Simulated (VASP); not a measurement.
# Ir (I4/mmm) in VASP: notebook

Ir is run at these levels: r2SCAN; tasks: single point.

Everything below comes from runs of VASP 6.6.1. Logs are shortened: lines on timing, memory, paths and dates and some standing lists are left out, and cuts for length are marked.

### 1 The cell of the first run

It takes space group I4/mmm (No. 139, tetragonal). Conventional cell: a = 2.419 Å, b = 2.419 Å, c = 4.837 Å, α = 90.00°, β = 90.00°, γ = 90.00°. Ir (site symmetry 4/mmm) has 12 Ir at 2.42 to 2.96 Å within 3.2 Å.

### 2 Single point, r2SCAN

POSCAR reads:

```
Ir
1.0
    0.0000000000      1.7103443674      2.4184269355
    1.7103443674      0.0000000000      2.4184269355
    1.7103443674      1.7103443674      0.0000000000
Ir
1
Direct
    0.0000000000      0.0000000000      0.0000000000
```

INCAR.step1 reads:

```
SYSTEM = Ir
PREC = Accurate
ENCUT = 520
ISMEAR = 0
SIGMA = 0.15
LREAL = .FALSE.
LASPH = .TRUE.
NELM = 100
NBANDS = 10
GGA = PE
ALGO = Normal
EDIFF = 1E-4
LWAVE = .TRUE.
LCHARG = .FALSE.
```

INCAR.step2 reads:

```
SYSTEM = Ir
PREC = Accurate
ENCUT = 520
EDIFF = 1E-6
ISMEAR = 0
SIGMA = 0.15
LREAL = .FALSE.
LASPH = .TRUE.
NELM = 100
ALGO = Normal
ISIF = 2
LWAVE = .FALSE.
LCHARG = .FALSE.
METAGGA = R2SCAN
LMIXTAU = .TRUE.
NBANDS = 10
ISTART = 1
```

KPOINTS reads:

```
Automatic mesh
0
G
  24 24 24
  0 0 0
```

Potentials or basis: VASP PAW PBE potentials, release 64 (Ir).

Launch:

```console
$ cat potpaw_PBE.64/Ir/POTCAR > POTCAR
$ cp INCAR.step1 INCAR
$ mpirun -np 1 vasp_std > vasp.out
$ cp INCAR.step2 INCAR
$ mpirun -np 1 vasp_std > vasp.out
```

OUTCAR:

```text
SYSTEM = Ir
   PREC = Accurate
   ENCUT = 520
   EDIFF = 1E-6
   ISMEAR = 0
   LREAL = .FALSE.
   LASPH = .TRUE.
   NELM = 100
   ISIF = 2
   METAGGA = R2SCAN
   ISTART = 1

 ion  position               nearest neighbor table
   1  0.000  0.000  0.000-

  LATTYP: Found a body centered tetragonal cell.
 ALAT       =     2.4187922007
 C/A-ratio  =     1.9996979772

  Lattice vectors:

 A1 = (  -1.7103443674,   0.0000000000,   2.4184269355)
 A2 = (   1.7103443674,   0.0000000000,   2.4184269355)
 A3 = (   0.0000000000,   1.7103443674,  -2.4184269355)

Analysis of symmetry for initial positions (statically):
=====================================================================
 Subroutine PRICEL returns:
 Original cell was already a primitive cell.

 Routine SETGRP: Setting up the symmetry group for a
 body centered tetragonal supercell.

 Subroutine GETGRP returns: Found 16 space group operations
 (whereof 16 operations were pure point group operations)
 out of a pool of 16 trial point group operations.

The static configuration has the point symmetry D_4h.

Analysis of symmetry for dynamics (positions and initial velocities):
=====================================================================
 Subroutine PRICEL returns:
 Original cell was already a primitive cell.

 Routine SETGRP: Setting up the symmetry group for a
 body centered tetragonal supercell.

 Subroutine GETGRP returns: Found 16 space group operations
 (whereof 16 operations were pure point group operations)
 out of a pool of 16 trial point group operations.

The dynamic configuration has the point symmetry D_4h.

 Subroutine INISYM returns: Found 16 space group operations
 (whereof 16 operations are pure point group operations),
 and found     1 'primitive' translations

----------------------------------------------------------------------------------------

                                     Primitive cell

  volume of cell :      14.1491

  direct lattice vectors                    reciprocal lattice vectors
     0.000000000  1.710344367  2.418426935    -0.292338788  0.292338788  0.206745961
     1.710344367  0.000000000  2.418426935     0.292338788 -0.292338788  0.206745961
     1.710344367  1.710344367  0.000000000     0.292338788  0.292338788 -0.206745961

  length of vectors
     2.962105112  2.962105112  2.418792201     0.462242173  0.462242173  0.462242173

  position of ions in fractional coordinates (direct lattice)
     0.000000000  0.000000000  0.000000000

  ion indices of the primitive-cell ions
   primitive index   ion index
                 1           1

----------------------------------------------------------------------------------------

 KPOINTS: Automatic mesh

Automatic generation of k-mesh.
 Grid dimensions read from file:
 generate k-points for:   24   24   24

 Generating k-lattice:

  Cartesian coordinates                     Fractional coordinates (reciprocal lattice)
    -0.012180783  0.012180783  0.008614415     0.041666667 -0.000000000  0.000000000
     0.012180783 -0.012180783  0.008614415    -0.000000000  0.041666667  0.000000000
     0.012180783  0.012180783 -0.008614415     0.000000000  0.000000000  0.041666667

  Length of vectors
     0.019260091  0.019260091  0.019260091

  Shift w.r.t. Gamma in fractional coordinates (k-lattice)
     0.000000000  0.000000000  0.000000000

 Subroutine IBZKPT returns following result:
 ===========================================

 Found   1063 irreducible k-points:

 Following reciprocal coordinates:
            Coordinates               Weight
  0.000000  0.000000  0.000000      1.000000
  0.041667  0.000000  0.000000      8.000000
  0.083333 -0.000000  0.000000      8.000000
  0.125000  0.000000  0.000000      8.000000
  0.166667 -0.000000  0.000000      8.000000
  0.208333  0.000000  0.000000      8.000000
[... 16 lines left out ...]
  0.416667  0.041667  0.000000      8.000000
  0.458333  0.041667  0.000000      8.000000
 [... further k-points ...]
   k-points           NKPTS =   1063   k-points in BZ     NKDIM =   1063   number of bands    NBANDS=     10
   number of dos      NEDOS =    301   number of ions     NIONS =      1
   total plane-waves  NPLWV =  10368
   dimension x,y,z NGX =    24 NGY =   24 NGZ =   18
   dimension x,y,z NGXF=    48 NGYF=   48 NGZF=   36
   ions per type =               1
   NGX,Y,Z   is equivalent  to a cutoff of  13.47, 13.47, 12.37 a.u.
   NGXF,Y,Z  is equivalent  to a cutoff of  26.94, 26.94, 24.74 a.u.
 SYSTEM =  Ir
   PREC   = accura    normal or accurate (medium, high low for compatibility)
   ISTART =      1    job   : 0-new  1-cont  2-samecut
   ICHARG =      0    charge: 1-file 2-atom 10-const
   ISPIN  =      1    spin polarized calculation?
   LNONCOLLINEAR =      F non collinear calculations
   LSORBIT =      F    spin-orbit coupling
   LASPH  =      T    aspherical Exc in radial PAW
   ENCUT  =  520.0 eV  38.22 Ry    6.18 a.u.   5.51  5.51  4.50*2*pi/ulx,y,z
   NELM   =    100;   NELMIN=  2; NELMDL=  0     # of ELM steps
   EDIFF  = 0.1E-05   stopping-criterion for ELM
   LREAL  =      F    real-space projection
   EDIFFG = 0.1E-04   stopping-criterion for IOM
   NSW    =      0    number of steps for IOM
   IBRION =     -1    ionic relax: 0-MD 1-quasi-New 2-CG
   NFREE  =      0    steps in history (QN), initial steepest desc. (CG)
   ISIF   =      2    stress and relaxation
   ISYM   =      2    0-nonsym 1-usesym 2-fastsym
   POTIM  = 0.5000    time-step for ionic-motion
   TEBEG  =    0.0;   TEEND  =   0.0 temperature during run
   PSTRESS=    0.0 pullay stress
   NELECT =       9.0000    total number of electrons
   NUPDOWN=      -1.0000    fix difference up-down
   EMIN   =  10.00;   EMAX   =-10.00  energy-range for DOS
   EFERMI =   0.00;   METHOD = LEGACY
   ISMEAR =     0;   SIGMA  =   0.15  broadening in eV -4-tet -1-fermi 0-gaus
   EFERMI_NEDOS =   21; number of points for ismear=-14 and -15
   IALGO  =     38    algorithm
   IMIX   =      4    mixing-type and parameters
     AMIX     =   0.40;   BMIX     =  1.00
     AMIX_MAG =   1.60;   BMIX_MAG =  1.00
  volume/ion in A,a.u.               =      14.15        95.48
  Fermi-wavevector in a.u.,A,eV,Ry     =   1.407923  2.660589 26.970118  1.982248
  Thomas-Fermi vector in A             =   2.530133
   LORBIT       =      0    0 simple, 1 ext, 2 COOP (PROOUT), +10 PAW based schemes
   METAGGA = R2SCAN    functional components
   LHFCALC =     F    Hartree Fock is set to
   AEXX    =    0.0000 exact exchange contribution
   IVDW    =     0    specifies the selected vdW correction
   LEPSILON=     F    determine dielectric tensor
   LRPA    =     F    only Hartree local field effects (RPA)
 non-spin polarized calculation
 Gauss-broadening in eV      SIGMA  =   0.15
  energy-cutoff  :      520.00
  volume of cell :       14.15
 maximum number of plane-waves:       405
 NGX is ok and might be reduce to    24
   NGX = 11   NGY = 11   NGZ =  9

 number of electron       9.0000000 magnetization

 Free energy of the ion-electron system (eV)
  ---------------------------------------------------
  ext. energy  EPLUGINS =         0.00000000
  ---------------------------------------------------
  free energy    TOTEN  =       -51.18683178 eV

  energy without entropy =      -51.17331630  energy(sigma->0) =      -51.18007404

 E-fermi :  10.1039     XC(G=0): -15.2176

 val. band max:       10.1028938981   @ k =   0.3333  -0.0000   0.2083
 cond. band min:      10.1044495075   @ k =  -0.3333   0.0417   0.2500
 fundamental gap:      0.0015556093
 Fermi energy:        10.1038550493

 k-point     1 :       0.0000    0.0000    0.0000
  band No.  band energies     occupation
      1      -1.2384      2.00000
      2       3.0378      2.00000
      3       5.1875      2.00000
      4       8.7214      2.00000
      5       8.7215      2.00000
      6      11.8258      0.00000
      7      25.1530      0.00000
      8      27.3793      0.00000
      9      34.7668      0.00000
     10      34.7668      0.00000

 k-point     2 :       0.0417    0.0000    0.0000
  band No.  band energies     occupation
      1      -1.1514      2.00000
      2       3.0929      2.00000
      3       5.2198      2.00000
      4       8.6180      2.00000
      5       8.7493      2.00000
      6      11.7500      0.00000
      7      25.2772      0.00000
      8      27.5074      0.00000
      9      34.0830      0.00000
     10      34.9301      0.00000

 k-point     3 :       0.0833   -0.0000    0.0000
  band No.  band energies     occupation
      1      -0.8974      2.00000
      2       3.2526      2.00000
      3       5.3174      2.00000
      4       8.3373      2.00000
      5       8.8307      2.00000
      6      11.5336      0.00000
      7      25.5966      0.00000
      8      27.8882      0.00000
      9      32.7590      0.00000
     10      35.3997      0.00000

 k-point     4 :       0.1250    0.0000    0.0000
  band No.  band energies     occupation
      1      -0.4974      2.00000
      2       3.5001      2.00000
      3       5.4759      2.00000
      4       7.9648      2.00000
      5       8.9588      2.00000
      6      11.2072      0.00000
      7      25.9801      0.00000
      8      28.4477      0.00000
      9      31.3676      0.00000
     10      35.2751      0.00000

 k-point     5 :       0.1667   -0.0000    0.0000
  band No.  band energies     occupation
      1       0.0112      2.00000
      2       3.8066      2.00000
      3       5.6604      2.00000
      4       7.6465      2.00000
      5       9.1187      2.00000
      6      10.8164      0.00000
      7      26.2702      0.00000
      8      28.6362      0.00000
      9      30.4475      0.00000
     10      34.0368      0.00000

 k-point     6 :       0.2083    0.0000    0.0000
  band No.  band energies     occupation
      1       0.5728      2.00000
      2       4.1246      2.00000
      3       5.7776      2.00000
      4       7.6059      2.00000
      5       9.2734      2.00000
      6      10.4278      0.00226
      7      26.2987      0.00000
      8      27.5171      0.00000
      9      30.7071      0.00000
     10      33.5361      0.00000
[... 183 lines left out ...]
 k-point    21 :       0.3333    0.0417    0.0000
  band No.  band energies     occupation
      1       1.7038      2.00000
      2       4.2413      2.00000
      3       6.4103      2.00000
      4       9.0210      2.00000
      5       9.1038      2.00000
      6      10.4177      0.00309
      7      23.2197      0.00000
      8      24.8444      0.00000
      9      32.8840      0.00000
     10      34.1461      0.00000

 k-point    22 :       0.3750    0.0417    0.0000
  band No.  band energies     occupation
      1       1.9330      2.00000
      2       4.1063      2.00000
      3       7.3253      2.00000
      4       8.7954      2.00000
      5       9.6731      1.99995
      6      10.5709      0.00001
      7      21.7148      0.00000
      8      24.1249      0.00000
      9      33.3733      0.00000
     10      34.5517      0.00000

 k-point    23 :       0.4167    0.0417    0.0000
  band No.  band energies     occupation
      1       2.0375      2.00000
      2       4.0025      2.00000
      3       8.3427      2.00000
      4       8.5140      2.00000
      5      10.2728      0.11124
      6      10.7239      0.00000
      7      20.4958      0.00000
      8      23.4282      0.00000
      9      33.1752      0.00000
     10      35.0346      0.00000

 k-point    24 :       0.4583    0.0417    0.0000
  band No.  band energies     occupation
      1       2.0652      2.00000
      2       3.9558      2.00000
      3       8.2981      2.00000
      4       9.2633      2.00000
      5      10.7092      0.00000
      6      10.8340      0.00000
      7      19.6931      0.00000
      8      22.8268      0.00000
      9      32.5561      0.00000
     10      35.5282      0.00000

 [... further k-points ...]
[... 5 lines left out ...]
  --------------------------------------------------------------------------------------
  -------------------------------------------------------------------------------------
  Total        6.4034180      6.4034180     -2.6067322      0.0000000      0.0000000      0.0000000
  in kB      725.0907131    725.0907131   -295.1731912      0.0000000      0.0000000      0.0000000
  external PRESSURE =     385.0027450 kB  Pullay stress =       0.0000000 kB

 VOLUME and BASIS-vectors are now :
 -----------------------------------------------------------------------------
  energy-cutoff  :      520.00
  volume of cell :       14.15
      direct lattice vectors                 reciprocal lattice vectors
     0.000000000  1.710344367  2.418426935    -0.292338788  0.292338788  0.206745961
     1.710344367  0.000000000  2.418426935     0.292338788 -0.292338788  0.206745961
     1.710344367  1.710344367  0.000000000     0.292338788  0.292338788 -0.206745961

 POSITION                                       TOTAL-FORCE (eV/Angst)
 -----------------------------------------------------------------------------------
      0.00000      0.00000      0.00000         0.000000      0.000000     -0.000000
 -----------------------------------------------------------------------------------
    total drift:                                0.000000      0.000000     -0.000000

  FREE ENERGIE OF THE ION-ELECTRON SYSTEM (eV)
  ---------------------------------------------------
  free  energy   TOTEN  =       -51.1868317841 eV

  energy  without entropy=      -51.1733162970  energy(sigma->0) =      -51.18007404
```

Run time: 2.9 min. Hardware: 1 thread of Intel Xeon Platinum 8559C (Emerald Rapids), shared host; peak memory 0.28 GiB.

Results:

```yaml
Free_energy: -51.1868 eV
Pressure: 38.5 GPa
Band_gap_on_the_k_mesh: zero (an odd number of electrons rules out a gap without spin polarisation)
```

Stress tensor (GPa, compression positive):
```
 72.51   0.00   0.00
  0.00  72.51   0.00
  0.00   0.00 -29.52
```

Caveat: the cell stands under pressure; the PAW data sets were made with another functional, which shifts forces and pressure a little; spin-orbit coupling is left out, which moves the levels of the heavy elements.

(Part 1 of 2 ends here.)
